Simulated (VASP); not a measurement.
Input of a VASP 6.6.1 run:

INCAR

```
PREC     = Accurate       # precision mode
ENCUT    = 520            # plane-wave cutoff, eV
EDIFF    = 1E-6           # SCF threshold, eV
ISMEAR   = 0              # smearing method
SIGMA    = 0.15           # smearing width, eV
LREAL    = False          # projectors in reciprocal space
LASPH    = True           # aspherical terms in the spheres
NELM     = 100            # most SCF steps
ALGO     = Fast           # electronic algorithm
ISIF     = 2              # what is computed and relaxed
LWAVE    = False          # write WAVECAR
LCHARG   = False          # write CHGCAR
GGA      = PS             # functional
NBANDS   = 13             # bands
```

File KPOINTS:

```
Automatic mesh
0
Gamma
  26 26 26
```

Contents of POSCAR:

```
Mo
1.0
   -1.5646534271      1.6194162970      1.5646534271
    1.5646534271     -1.6194162970      1.5646534271
    1.5646534271      1.6194162970     -1.5646534271
Mo
1
Direct
    0.0000000000      0.0000000000      0.0000000000
```

Potentials or basis: VASP PAW PBE potentials, release 64 (Mo_sv).

Run with:

```sh
$ cat potpaw_PBE.64/Mo_sv/POTCAR > POTCAR
$ mpirun -np 1 vasp_std > vasp.out
```

Question: What does it give for the pressure?

Answer: -8.2 GPa.

Question: Estimate the band gap on the k mesh.

Answer: Zero (bands 7 and 8 overlap by 4.98 eV).

Stress tensor (GPa, compression positive):
```
 -4.86   0.00   0.00
  0.00 -14.93   0.00
  0.00   0.00  -4.86
```

Caveat: the cell differs from its parent crystal (strain +0.0350 x Voigt [0, 1, 0, 0, 0, 0]); the stress differs along the axes, from -15 to -5 GPa; the PAW data sets were made with another functional, which shifts forces and pressure a little.
